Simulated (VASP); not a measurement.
A run of VASP 6.6.1 is set up as follows.

File INCAR:

```
PREC     = Accurate       # precision mode
ENCUT    = 520            # plane-wave cutoff, eV
EDIFF    = 1E-6           # SCF threshold, eV
ISMEAR   = 0              # smearing method
SIGMA    = 0.02           # smearing width, eV
LREAL    = False          # projectors in reciprocal space
LASPH    = True           # aspherical terms in the spheres
NELM     = 80             # most SCF steps
ALGO     = Normal         # electronic algorithm
ISIF     = 2              # what is computed and relaxed
LWAVE    = False          # write WAVECAR
LCHARG   = False          # write CHGCAR
NBANDS   = 25             # bands
```

File KPOINTS:

```
Automatic mesh
0
Gamma
  6 6 8
```

File POSCAR:

```
SiO2
1.0
    4.1550125737      0.0000000000      0.0000000000
    0.0000000000      4.1550125737      0.0000000000
    0.0000000000      0.0000000000      2.6614445351
Si O
2 4
Direct
    0.0000000000      0.0000000000      0.0000000000
    0.5000000000      0.5000000000      0.5000000000
    0.3055821197      0.3055821197      0.0000000000
    0.1944178803      0.8055821197      0.5000000000
    0.6944178803      0.6944178803      0.0000000000
    0.8055821197      0.1944178803      0.5000000000
```

Potentials or basis: VASP PAW LDA potentials, release 64 (Si, O).

The run is started by

```console
$ cat potpaw_LDA.64/Si/POTCAR potpaw_LDA.64/O/POTCAR > POTCAR
$ mpirun -np 1 vasp_std > vasp.out
```

Task: Predict the band gap on the k mesh.

Result: 5.82 eV, direct.

Task: Predict the pressure.

Result: 1.1 GPa.

Forces on the atoms (eV/Å):
```
Si   0.000  0.000  0.000
Si   0.000  0.000  0.000
O   -0.025 -0.025  0.000
O    0.025 -0.025  0.000
O    0.025  0.025  0.000
O   -0.025  0.025  0.000
```

A k mesh can miss the band edges. As with any semilocal functional, this LDA gap is likely too small.
